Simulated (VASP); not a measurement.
Wanted: the native input for a VASP 6.6.1 run.

```
Task                   : relaxation of cell and atoms
Functional             : PBE
Potentials or basis    : VASP PAW PBE potentials, release 64 (Ge_d)
Cutoff                 : 600 eV
k mesh                 : 20 × 20 × 20
Occupations            : fermi-dirac, width 0.05 eV
Spin                   : no spin polarisation
Dipole correction      : no
Further INCAR settings : ALGO = Normal; EDIFF = 1e-07; IBRION = 2; EDIFFG = -0.005; NSW = 60; ISIF = 3
```

The structure of Ge lies in POSCAR:

```
Ge
1.0
   -1.6809877034      1.6809877034      1.6809877034
    1.6809877034     -1.6809877034      1.6809877034
    1.6809877034      1.6809877034     -1.6809877034
Ge
1
Direct
    0.0000000000      0.0000000000      0.0000000000
```

This isn't the form of Ge at room conditions, which is diamond.

These files were run (other wordings do the same):

INCAR

```
  PREC = Accurate
  ENCUT = 600
  EDIFF = 1E-7
  ISMEAR = -1
  SIGMA = 0.05
  LREAL = False
  LASPH = True
  NELM = 100
  ALGO = Normal
  ISIF = 3
  LWAVE = False
  LCHARG = False
  GGA = PE
  IBRION = 2
  NSW = 60
  EDIFFG = -0.005
```

KPOINTS

```
regular mesh
0
Gamma
  20 20 20
```

Potentials or basis: VASP PAW PBE potentials, release 64 (Ge_d).

Command:

```bash
$ cat potpaw_PBE.64/Ge_d/POTCAR > POTCAR
$ mpirun -np 1 vasp_std > vasp.out
```

Results of the run:

The relaxed volume is 19.20 Å³/atom. The relaxed cell is a = 2.922 Å, b = 2.922 Å, c = 2.922 Å, α = 109.47°, β = 109.47°, γ = 109.47° and the space group after relaxing (to 0.1 Å) is Im-3m (No. 229). The energy gained by relaxing is 0.3 meV/atom, the ionic steps are 2 and the pressure after relaxing is 0.0 GPa. The band gap on the k mesh is zero (bands 7 and 8 overlap by 11.91 eV).

Wall time 42 s on 1 thread of AMD EPYC 9R45 (Zen 5), on a shared host, peak memory 0.16 GiB.
